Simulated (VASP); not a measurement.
Ca2YAlC6N6, 16 atoms in the cell. The structure is cubic, space group Fm-3m (No. 225). The conventional cell has a = 11.216 Å, b = 11.216 Å, c = 11.216 Å, α = 90.00°, β = 90.00°, γ = 90.00°. Within 5.2 Å of Ca (site symmetry -43m) lie 12 C at 3.98 Å and 12 N at 4.06 Å and 4 Y at 4.86 Å and 4 Al at 4.86 Å. Y (site symmetry m-3m) has 6 C at 2.49 Å within 3.3 Å. Within 2.6 Å of Al (site symmetry m-3m) lie 6 N at 1.94 Å. Within 1.6 Å of C (site symmetry 4mm) lie 1 N at 1.18 Å. N (site symmetry 4mm) has 1 C at 1.18 Å within 1.6 Å. 

| Item | Value |
| --- | --- |
| Program | VASP 6.6.1 |
| Task | single point |
| Functional | PBE |
| Potentials or basis | VASP PAW PBE potentials, release 64 (Ca_sv, Y_sv, Al, C, N) |
| Cutoff | 520 eV |
| k mesh | 4 × 4 × 4 |
| Occupations | gaussian, width 0.1 eV |
| Spin | collinear spin, ferromagnetic start |
| Starting moments | [0.0, 0.0, 0.0, 0.0, 1.0, 1.0, 1.0, 1.0, 1.0, 1.0, 1.0, 1.0, 1.0, 1.0, 1.0, 1.0] μB |
| Dipole correction | no |
| Further INCAR settings | LREAL = Auto; ALGO = Normal; EDIFF = 1e-06; NBANDS = 62 |

Potentials or basis: VASP PAW PBE potentials, release 64 (Ca_sv, Y_sv, Al, C, N).

The run is started by

```sh
$ cat potpaw_PBE.64/Ca_sv/POTCAR potpaw_PBE.64/Y_sv/POTCAR potpaw_PBE.64/Al/POTCAR potpaw_PBE.64/C/POTCAR potpaw_PBE.64/N/POTCAR > POTCAR
$ mpirun -np 1 vasp_std > vasp.out
```

Hardware: 1 thread of AMD EPYC 7R13, on a shared host.

**Question.** Estimate the wall time of this run.

**Answer.** Run time: 21 min on 1 thread of AMD EPYC 7R13, with other jobs on the host, peak memory 0.79 GiB. Counts: scf iterations 22, k points 8.
